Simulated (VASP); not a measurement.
**Cl: relaxation of cell and atoms with BLYP**

Cl:

```
Cl
1.0
     3.07265   -2.19770    0.00000
     3.07265    2.19770    0.00000
     0.00000    0.00000    8.15370
Cl
4
Direct
  0.87630 0.12370 0.10250
  0.62370 0.37630 0.60250
  0.12370 0.87630 0.89750
  0.37630 0.62370 0.39750
```

```json
{
  "Program": "VASP 6.6.1",
  "Task": "relaxation of cell and atoms",
  "Functional": "BLYP",
  "Potentials or basis": "VASP PAW PBE potentials, release 64 (Cl)",
  "Cutoff": "600 eV",
  "k mesh": "5 × 5 × 2",
  "Occupations": "fermi-dirac, width 0.05 eV",
  "Spin": "no spin polarisation",
  "Dipole correction": "no",
  "Further INCAR settings": "ALGO = Normal; EDIFF = 1e-06; IBRION = 2; EDIFFG = -0.01; NSW = 80; ISIF = 3"
}
```

```json
{"Relaxed volume": "42.53 Å³/atom", "Relaxed cell": "a = 4.911 Å, b = 4.911 Å, c = 8.571 Å, α = 90.00°, β = 90.00°, γ = 55.37°", "Space group after relaxing (to 0.1 Å)": "Cmce (No. 64)", "Energy gained by relaxing": "62.6 meV/atom", "Ionic steps": "21", "Pressure after relaxing": "0.0 GPa", "Band gap on the k mesh": "2.29 eV"}
```

Forces on the atoms (eV/Å):
```
Cl   0.000  0.002  0.002
Cl   0.000 -0.002  0.002
Cl   0.000 -0.002 -0.002
Cl   0.000  0.002 -0.002
```

Step by step:
```tsv
step	energy change (eV)	largest force (eV/Å)	pressure (GPa)	volume (Å³)
1	0.0000	0.7457	3.34	110.12
2	0.0001	1.0425	-1.17	119.52
3	-0.0703	0.2798	0.82	114.54
4	-0.1093	0.2391	0.63	118.20
5	-0.1852	0.1099	0.29	129.56
6	-0.2290	0.2178	0.31	153.89
7	-0.1771	0.8066	-1.26	164.68
8	-0.2323	0.0267	-0.06	155.92
9	-0.2323	0.0220	-0.04	155.82
10	-0.2338	0.0208	-0.04	156.45
11	-0.2378	0.0193	-0.05	158.34
12	-0.2438	0.0317	-0.06	161.98
13	-0.2474	0.1002	-0.10	168.74
14	-0.2478	0.0734	-0.08	166.60
15	-0.2424	0.2924	0.46	166.53
16	-0.2483	0.0134	0.03	166.59
17	-0.2487	0.0128	0.03	166.94
18	-0.2498	0.0164	0.03	167.97
19	-0.2505	0.0317	0.03	169.97
20	-0.2460	0.2346	-0.36	171.33
21	-0.2506	0.0029	-0.01	170.11
```

Final structure:
```cif
data_structure
_symmetry_space_group_name_H-M 'P 1'
_symmetry_Int_Tables_number 1
_cell_length_a 4.9111
_cell_length_b 4.9111
_cell_length_c 8.5711
_cell_angle_alpha 90.000
_cell_angle_beta 90.000
_cell_angle_gamma 55.373
_cell_volume 170.11
loop_
_atom_site_label
_atom_site_type_symbol
_atom_site_fract_x
_atom_site_fract_y
_atom_site_fract_z
_atom_site_occupancy
Cl1 Cl 0.89290 0.10710 0.10465 1
Cl2 Cl 0.60710 0.39290 0.60465 1
Cl3 Cl 0.10710 0.89290 0.89535 1
Cl4 Cl 0.39290 0.60710 0.39535 1
```

Levels at points of the mesh, in eV from the valence-band top:
```csv
k point,band 10,band 11,band 12,band 13,band 14,band 15,band 16,band 17,band 18
"(0.00, 0.00, 0.00)",-2.41,-0.63,-0.31,-0.12,0.00,2.29,2.93,6.05,7.06
"(0.00, 0.00, 0.50)",-2.43,-0.44,-0.44,-0.15,-0.15,2.57,2.57,6.60,6.60
```

Run time: 9.9 min on 1 thread of AMD EPYC 7R13 Processor (Zen 3), with other jobs on the host, peak memory 0.21 GiB.

Caveat: the volume moved by over 15 % at a fixed basis, so the end points are rough; this functional lacks dispersion, which holds the molecules together, so the pressure and a relaxed volume are unreliable; the PAW data sets were made with another functional, which shifts forces and pressure a little; an odd mesh through Γ misses points on the zone boundary, where band edges can lie.
